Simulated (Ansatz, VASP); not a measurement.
**Na2S in VASP and in Ansatz**

INCAR

```
SYSTEM = Na2S
PREC = Accurate
ENCUT = 500
EDIFF = 1E-6
ISMEAR = 0
SIGMA = 0.1
LREAL = .FALSE.
LASPH = .TRUE.
NELM = 120
ALGO = Normal
ISIF = 2
LWAVE = .FALSE.
LCHARG = .TRUE.
GGA = PE
IVDW = 12
LELF = .TRUE.
LVHAR = .TRUE.
NBANDS = 17
GGA_COMPAT = .FALSE.
```

File KPOINTS:

```
regular mesh
0
G
  6 6 6
  0 0 0
```

File POSCAR:

```
Na2S
1.0
    0.0000000000      3.2630000000      3.2630000000
    3.2630000000      0.0000000000      3.2630000000
    3.2630000000      3.2630000000      0.0000000000
Na S
2 1
Direct
    0.2500000000      0.2500000000      0.2500000000
    0.7500000000      0.7500000000      0.7500000000
    0.0000000000      0.0000000000      0.0000000000
```

Input for Ansatz:

```yaml
crystal:
  lattice:
    - [0.0, 3.263, 3.263]
    - [3.263, 0.0, 3.263]
    - [3.263, 3.263, 0.0]
  atoms:
    - { symbol: Na, position: [0.25, 0.25, 0.25] }
    - { symbol: Na, position: [0.75, 0.75, 0.75] }
    - { symbol: S, position: [0.0, 0.0, 0.0] }
basis:
  ecutwfc: 420
kpoints:
  mp_grid: { grid: [6, 6, 6] }
hamiltonian:
  xc: pbe
  dispersion: d3bj
scf:
  occupations: { method: gaussian, width: 0.1 }
output:
  forces: true
  stress: true
  eigenvalues: true
```

Alike in both runs: task single point; functional PBE; dispersion D3(BJ); k mesh 6 × 6 × 6; occupations gaussian, width 0.1 eV; no spin polarisation.

|  | VASP | Ansatz |
| --- | --- | --- |
| version | VASP 6.6.1 | Ansatz 0.2.0 |
| potentials or method | VASP PAW PBE potentials, release 64 (Na_pv, S), cutoff 500 eV | scalar-relativistic, plane waves, PAW |
| valence electrons in the cell | 20 | 24 |

|  | VASP | Ansatz | Ansatz less VASP |
| --- | --- | --- | --- |
| gap on the k mesh at the Fermi level (eV) | 2.51 | 2.51 | +0.002 |
| least direct gap on the mesh (eV) | 2.51 | 2.51 | +0.002 |
| pressure (GPa) | -1.2 | -1.2 | 0.00 |

VASP's potentials hold 20 valence electrons a cell and Ansatz's 24, so a difference there can come from the potentials and not from the codes.
